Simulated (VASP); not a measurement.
## Ta2C: single point with PBEsol

Crystal: Ta2C.

```
Ta C
1.0
     3.09589    0.00000    0.00000
    -1.54794    2.68112    0.00000
     0.00000    0.00000    4.92017
Ta C
2 1
Direct
  0.33333 0.66667 0.25283
  0.66667 0.33333 0.74717
  0.00000 0.00000 0.00000
```

| Item | Value |
| --- | --- |
| Program | VASP 6.6.1 |
| Task | single point |
| Functional | PBEsol |
| Potentials or basis | VASP PAW PBE potentials, release 64 (Ta_pv, C) |
| Cutoff | 520 eV |
| k mesh | 18 × 18 × 8 |
| Occupations | fermi-dirac, width 0.15 eV |
| Spin | no spin polarisation |
| Dipole correction | no |
| Further INCAR settings | ALGO = Normal; EDIFF = 1e-06; NBANDS = 20 |

- Pressure: 0.5 GPa
- Largest force: 0.046 eV/Å
- Band gap on the k mesh: zero (bands 13 and 14 overlap by 0.80 eV)

Forces on the atoms (eV/Å):
```
Ta   0.000  0.000  0.046
Ta   0.000  0.000 -0.046
C    0.000  0.000  0.000
```

Levels at points of the mesh, in eV from the Fermi level:
```csv
k point,band 11,band 12,band 13,band 14,band 15,band 16
"(0.00, 0.00, 0.00)",-2.98,0.00,0.52,0.52,1.14,1.14
"(0.50, 0.00, 0.00)",-3.75,-1.79,-0.23,3.38,3.50,4.72
"(0.00, 0.00, 0.50)",-1.81,-1.54,-0.28,-0.28,3.00,3.00
"(0.50, 0.00, 0.50)",-2.54,-1.14,-0.97,1.57,1.57,4.36
```

Run time: 4.3 min on 1 thread of Intel Xeon 8259CL (shared host), peak memory 0.32 GiB.

Caveat: the PAW data sets were made with another functional, which shifts forces and pressure a little; spin-orbit coupling is left out, which moves the levels of the heavy elements.
